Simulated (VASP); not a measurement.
# CaBe2O3 (P-6m2) in VASP: further runs, part 3 of 3

VASP 6.6.1.

### Step 6. Single point, PBE, collinear spin, ferromagnetic start

This run uses another cell than the first one, of 14.15 Å³/atom, 1.309 times its volume.

Contents of INCAR:

```
SYSTEM = CaBe2O3
  PREC = Accurate
  ENCUT = 520
  EDIFF = 1E-6
  ISMEAR = 0
  SIGMA = 0.1
  LREAL = .FALSE.
  LASPH = .TRUE.
  NELM = 150
  ALGO = Normal
  ISIF = 2
  LWAVE = .FALSE.
  LCHARG = .FALSE.
  ISPIN = 2
  MAGMOM = 0 0 0 1 1 1
  LORBIT = 11
  GGA = PE
  NBANDS = 29
```

Contents of KPOINTS:

```
regular mesh
0
G
  6 6 2
  0 0 0
```

Contents of POSCAR:

```
CaBe2O3
1.0
    3.5953412181      0.0000000000      0.0000000000
   -1.7976706090      3.1136568301      0.0000000000
    0.0000000000      0.0000000000      7.5821311518
Ca Be O
1 2 3
Direct
    0.6666666667      0.3333333333      0.0000000000
    0.3333333333      0.6666666667      0.3736200697
    0.3333333333      0.6666666667      0.6263799303
    0.6666666667      0.3333333333      0.5000000000
    0.0000000000      0.0000000000      0.0000000000
    0.0000000000      0.0000000000      0.5000000000
```

Potentials or basis: VASP PAW PBE potentials, release 64 (Ca_sv, Be, O).

Command:

```
> cat potpaw_PBE.64/Ca_sv/POTCAR potpaw_PBE.64/Be/POTCAR potpaw_PBE.64/O/POTCAR > POTCAR
> mpirun -np 1 vasp_std > vasp.out
```

OUTCAR:

```text
SYSTEM = CaBe2O3
   PREC = Accurate
   ENCUT = 520
   EDIFF = 1E-6
   ISMEAR = 0
   LREAL = .FALSE.
   LASPH = .TRUE.
   NELM = 150
   ISIF = 2
   ISPIN = 2
   LORBIT = 11
   GGA = PE

 ion  position               nearest neighbor table
   1  0.667  0.333  0.000-   5 2.08   5 2.08   5 2.08
   2  0.333  0.667  0.374-   3 1.92
   3  0.333  0.667  0.626-   2 1.92
   4  0.667  0.333  0.500-
   5  0.000  0.000  0.000-   1 2.08   1 2.08   1 2.08
   6  0.000  0.000  0.500-

  LATTYP: Found a hexagonal cell.
 ALAT       =     3.5953412181
 C/A-ratio  =     2.1088766523

  Lattice vectors:

 A1 = (   3.5953412181,   0.0000000000,   0.0000000000)
 A2 = (  -1.7976706090,   3.1136568301,   0.0000000000)
 A3 = (   0.0000000000,   0.0000000000,   7.5821311518)

Analysis of symmetry for initial positions (statically):
=====================================================================
 Subroutine PRICEL returns:
 Original cell was already a primitive cell.
[... 1068 lines left out ...]
  -------------------------------------------------------------------------------------
  Total        0.2814455      0.2814455      0.1301770      0.0000000      0.0000000     -0.0000000
  in kB        5.3125460      5.3125460      2.4572119      0.0000000      0.0000000     -0.0000000
  external PRESSURE =       4.3607680 kB  Pullay stress =       0.0000000 kB

 VOLUME and BASIS-vectors are now :
 -----------------------------------------------------------------------------
  energy-cutoff  :      520.00
  volume of cell :       84.88
      direct lattice vectors                 reciprocal lattice vectors
     3.595341218  0.000000000  0.000000000     0.278137717  0.160582886  0.000000000
    -1.797670609  3.113656830  0.000000000     0.000000000  0.321165772  0.000000000
     0.000000000  0.000000000  7.582131152     0.000000000  0.000000000  0.131889040

 POSITION                                       TOTAL-FORCE (eV/Angst)
 -----------------------------------------------------------------------------------
      1.79767      1.03789      0.00000        -0.000000      0.000000      0.000000
     -0.00000      2.07577      2.83284        -0.000000      0.000000     -0.031814
     -0.00000      2.07577      4.74929        -0.000000      0.000000      0.031814
      1.79767      1.03789      3.79107        -0.000000     -0.000000      0.000000
      0.00000      0.00000      0.00000         0.000000     -0.000000      0.000000
      0.00000      0.00000      3.79107        -0.000000      0.000000      0.000000
 -----------------------------------------------------------------------------------
    total drift:                                0.000001     -0.000001      0.000000

  FREE ENERGIE OF THE ION-ELECTRON SYSTEM (eV)
  ---------------------------------------------------
  free  energy   TOTEN  =       -25.1559177372 eV

  energy  without entropy=      -25.1491895972  energy(sigma->0) =      -25.15255367

 total charge

# of ion       s       p       d       tot
------------------------------------------
    1        2.057   5.898   0.424   8.379
    2        0.324   0.324   0.000   0.648
    3        0.324   0.324   0.000   0.648
    4        1.637   3.149   0.000   4.786
    5        1.582   3.437   0.000   5.018
    6        1.636   3.152   0.000   4.787
--------------------------------------------------
tot          7.558  16.285   0.424  24.267

 magnetization (x)

# of ion       s       p       d       tot
------------------------------------------
    1        0.000   0.000   0.000   0.000
    2        0.000   0.000   0.000   0.000
    3        0.000   0.000   0.000   0.000
    4        0.000   0.000   0.000   0.000
    5        0.000  -0.000   0.000  -0.000
    6        0.000   0.000   0.000   0.000
--------------------------------------------------
tot          0.000   0.000   0.000   0.000
```

It took 91 s on 1 thread of Intel Xeon Platinum 8259CL at 2.50GHz (Skylake/Cascade Lake), shared host; peak memory 0.26 GiB.

Results:

```
Free energy                                           : -25.1559 eV
Pressure                                              : 0.4 GPa
Largest force                                         : 0.032 eV/Å
Band gap on the k mesh                                : zero (filled and empty bands overlap)
Net moment                                            : 0.00 μB per cell
Valence electrons inside the program's atomic spheres : Ca 8.38; Be 0.65; O 4.79, 5.02
```

Forces on the atoms (eV/Å):
```
Ca   0.000  0.000  0.000
Be   0.000  0.000 -0.032
Be   0.000  0.000  0.032
O    0.000  0.000  0.000
O    0.000  0.000  0.000
O    0.000  0.000  0.000
```

Caveat: the k points lie up to 0.41 Å⁻¹ apart.

### Step 7. The runs side by side

| task | spin | cell | k mesh | cutoff (eV) | gap on the mesh (eV) | pressure (GPa) | largest force (eV/Å) |
| --- | --- | --- | --- | --- | --- | --- | --- |
| single point | off | a = 3.364, b = 3.364, c = 6.617 Å, angles 90.0, 90.0, 120.0°, 6 atoms | 6 × 6 × 4 | 520 | none | 29.0 | 4.49 |
| single point | off | a = 3.595, b = 3.595, c = 7.582 Å, angles 90.0, 90.0, 120.0°, 6 atoms | 6 × 6 × 4 | 520 | none | 0.3 | 0.03 |
| relaxation of cell and atoms | off | relaxed from a = 3.364, b = 3.364, c = 6.617 Å, angles 90.0, 90.0, 120.0°, 6 atoms | 6 × 6 × 4 | 600 | none | 0.0 | 0.02 |
| single point | off | a = 3.598, b = 3.598, c = 7.642 Å, angles 90.0, 90.0, 120.0°, 6 atoms | 12 × 12 × 6 | 520 | none | 0.2 | - |
| single point | collinear, ferromagnetic start | a = 3.595, b = 3.595, c = 7.582 Å, angles 90.0, 90.0, 120.0°, 6 atoms | 6 × 6 × 2 | 520 | none | 0.4 | 0.03 |

Alike in all rows: level PBE; potentials or basis VASP PAW PBE potentials, release 64 (Ca_sv, Be, O); smearing gaussian 0.1 eV.

Caveats: some runs use coarse meshes; forces of over 1 eV/Å act on the atoms, so gaps and moduli don't describe the material at rest (some runs); the volume moved by over 15 % at a fixed basis, so the end points are rough (some runs).

Total energies depend on the potentials used, so only differences within one code and one set of settings carry meaning.
